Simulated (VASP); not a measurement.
Here is a VASP 6.6.1 calculation.

INCAR

```
SYSTEM = Al12Cl
PREC = Accurate ; ENCUT = 520
EDIFF = 1E-6 ; ISMEAR = 0
SIGMA = 0.1 ; LREAL = .False.
LASPH = .True. ; NELM = 60
ALGO = Normal ; ISIF = 2
LWAVE = .False. ; LCHARG = .False.
LDIPOL = .True. ; IDIPOL = 3
DIPOL = 0.5 0.5 0.330 ; GGA = PE
NBANDS = 34
```

Contents of KPOINTS:

```
Automatic mesh
0
Gamma
  6 6 1
  0 0 0
```

File POSCAR:

```
Al12Cl
1.0
    5.7143028096      0.0000000000      0.0000000000
   -2.8571514048      4.9487313980      0.0000000000
    0.0000000000      0.0000000000     20.1016424764
Al Cl
12 1
Direct
    0.3333333333      0.1666666667      0.1989887147
    0.3333333333      0.6666666667      0.1989887147
    0.8333333333      0.1666666667      0.1989887147
    0.8333333333      0.6666666667      0.1989887147
    0.1666666667      0.3333333333      0.3134533099
    0.1666666667      0.8333333333      0.3134533099
    0.6666666667      0.3333333333      0.3134533099
    0.6666666667      0.8333333333      0.3134533099
    0.0000000000      0.0000000000      0.4279074452
    0.0000000000      0.5000000000      0.4279074452
    0.5000000000      0.0000000000      0.4279074452
    0.5000000000      0.5000000000      0.4279074452
    0.2500000000      0.1666666667      0.5318151453
```

Potentials or basis: VASP PAW PBE potentials, release 64 (Al, Cl).

Command:

```sh
$ cat potpaw_PBE.64/Al/POTCAR potpaw_PBE.64/Cl/POTCAR > POTCAR
$ mpirun -np 1 vasp_std > vasp.out
```

Question: Predict the band gap on the k mesh.

Answer: Zero (an odd number of electrons rules out a gap without spin polarisation).

Question: What does it give for the largest force?

Answer: 0.452 eV/Å.

Forces on the atoms (eV/Å):
```
Al   0.057 -0.003  0.034
Al  -0.025  0.014 -0.068
Al  -0.043  0.028 -0.074
Al   0.033 -0.038 -0.087
Al  -0.019  0.029  0.182
Al   0.011 -0.030  0.089
Al   0.027  0.026  0.013
Al  -0.064 -0.003 -0.132
Al  -0.224 -0.157  0.357
Al  -0.168  0.031 -0.234
Al   0.387 -0.172 -0.157
Al   0.064  0.304  0.079
Cl  -0.037 -0.027 -0.002
```
